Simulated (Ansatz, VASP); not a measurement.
## LiF in VASP and in Ansatz

POSCAR

```
LiF
1.0
    0.0000000000      2.0707620175      1.9051010561
    2.0707620175      0.0000000000      1.9051010561
    2.0707620175      2.0707620175      0.0000000000
Li F
1 1
Direct
    0.0000000000      0.0000000000      0.0000000000
    0.5000000000      0.5000000000      0.5000000000
```

File INCAR.step1:

```
ALGO = Normal
EDIFF = 1E-4
ENCUT = 520
GGA = PE
ISMEAR = 0
LASPH = True
LCHARG = False
LREAL = False
LWAVE = True
NBANDS = 12
NELM = 80
PREC = Accurate
SIGMA = 0.05
```

The input INCAR.step2:

```
ALGO = Normal
EDIFF = 1E-6
ENCUT = 520
ISIF = 2
ISMEAR = 0
ISTART = 1
LASPH = True
LCHARG = False
LMIXTAU = True
LREAL = False
LWAVE = False
METAGGA = R2SCAN
NBANDS = 12
NELM = 80
PREC = Accurate
SIGMA = 0.05
```

KPOINTS

```
k-points
0
Gamma
  12 12 12
```

Input for Ansatz:

```yaml
crystal:
  lattice:
    - [0.0, 2.0707620175, 1.9051010561]
    - [2.0707620175, 0.0, 1.9051010561]
    - [2.0707620175, 2.0707620175, 0.0]
  atoms:
    - { symbol: Li, position: [0.0, 0.0, 0.0] }
    - { symbol: F, position: [0.5, 0.5, 0.5] }
basis:
  ecutwfc: 500
kpoints:
  mp_grid: { grid: [12, 12, 12] }
hamiltonian:
  xc: r2scan
scf:
  occupations: { method: gaussian, width: 0.05 }
output:
  forces: true
  stress: true
  eigenvalues: true
  write_density: true
  write_potential: true
  elf: true
  volumetric_format: npy
```

Alike in both runs: task single point; functional r2SCAN; k mesh 12 × 12 × 12; occupations gaussian, width 0.05 eV; no spin polarisation.

|  | VASP | Ansatz |
| --- | --- | --- |
| version | VASP 6.6.1 | Ansatz 0.2.0 |
| potentials or method | VASP PAW PBE potentials, release 64 (Li_sv, F), cutoff 520 eV | scalar-relativistic, plane waves, PAW |
| valence electrons in the cell | 10 | 10 |

```csv
,VASP,Ansatz,Ansatz less VASP
gap on the k mesh at the Fermi level (eV),10.16,9.96,-0.199
least direct gap on the mesh (eV),10.16,9.96,-0.199
```

VASP's potentials were made for PBE, not for r2SCAN.

Noted on VASP's run: the cutoff is short for stress, so the pressure is rough.
